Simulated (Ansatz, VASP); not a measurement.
**One calculation of K, two programs**

The input INCAR:

```
  ALGO = Normal
  EDIFF = 1E-6
  ENCUT = 520
  GGA = PE
  ISIF = 2
  ISMEAR = -1
  LASPH = T
  LCHARG = T
  LELF = T
  LREAL = F
  LVHAR = T
  LWAVE = F
  NBANDS = 10
  NELM = 80
  PREC = Accurate
  SIGMA = 0.1
```

Contents of KPOINTS:

```
k-points
0
Gamma
  10 10 10
```

File POSCAR:

```
K
1.0
   -2.5505419840      2.5505419840      2.5505419840
    2.5505419840     -2.5505419840      2.5505419840
    2.5505419840      2.5505419840     -2.5505419840
K
1
Direct
    0.0000000000      0.0000000000      0.0000000000
```

Input for Ansatz:

```yaml
crystal:
  lattice:
    - [-2.550541984, 2.550541984, 2.550541984]
    - [2.550541984, -2.550541984, 2.550541984]
    - [2.550541984, 2.550541984, -2.550541984]
  atoms:
    - { symbol: K, position: [0.0, 0.0, 0.0] }
kpoints:
  mp_grid: { grid: [10, 10, 10] }
scf:
  occupations: { method: fermi_dirac, width: 0.1 }
hamiltonian:
  xc: pbe
  pseudopotentials: { kind: paw }
output:
  forces: true
  stress: true
  eigenvalues: true
  populations: true
  write_density: true
  write_potential: true
  elf: true
  volumetric_format: npy
```

Change from the starting cell: volume scaled by 0.9, PAW files.

Alike in both runs: task single point; functional PBE; k mesh 10 × 10 × 10; occupations fermi-dirac, width 0.1 eV; no spin polarisation.

|  | VASP | Ansatz |
| --- | --- | --- |
| version | VASP 6.6.1 | Ansatz 0.2.0 |
| potentials or method | VASP PAW PBE potentials, release 64 (K_sv) | PAW with Ansatz's default frozen-core files, scalar-relativistic |
| plane-wave cutoff (eV) | 520 | 420 |
| valence electrons in the cell | 9 | 9 |

|  | VASP | Ansatz | Ansatz less VASP |
| --- | --- | --- | --- |
| pressure (GPa) | 0.5 | 0.5 | +0.01 |

The functional is the same, so the differences come from potentials, cutoffs and numerics.
